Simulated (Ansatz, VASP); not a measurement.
## Al3Cu2 in VASP and in Ansatz

```
Al Cu
1.0
     4.09195    0.00000    0.00000
    -2.04598    3.54373    0.00000
     0.00000    0.00000    4.99278
Al Cu
3 2
Direct
  0.00000 0.00000 0.00000
  0.33333 0.66667 0.34993
  0.66667 0.33333 0.65007
  0.33333 0.66667 0.83951
  0.66667 0.33333 0.16049
```

Alike in both runs: task single point; functional PBEsol; k mesh 12 × 12 × 8; occupations gaussian, width 0.2 eV; no spin polarisation.

|  | VASP | Ansatz |
| --- | --- | --- |
| version | VASP 6.6.1 | Ansatz 0.2.0 |
| potentials or method | VASP PAW PBE potentials, release 64 (Al, Cu), cutoff 520 eV | scalar-relativistic, plane waves, PAW |
| valence electrons in the cell | 31 | 47 |

Ansatz gave:

- gap on the k mesh at the Fermi level (eV): none
- pressure (GPa): 0.2
- traceless stress, the component that is largest in VASP (GPa): -0.27
- rms of the force components (eV/Å): 0.026

Question: What did VASP give for the same quantities?

Answer: gap on the k mesh at the Fermi level (eV): none; pressure (GPa): 0.4; traceless stress, the component that is largest in VASP (GPa): -0.24; rms of the force components (eV/Å): 0.026.

VASP's potentials were made for PBE, not for PBEsol. Atom by atom the forces differ by 0.002 eV/Å (rms over components). A gap of «none» marks a metal or a gap that the smearing closes. VASP's potentials hold 31 valence electrons a cell and Ansatz's 47, so a difference there can come from the potentials and not from the codes.
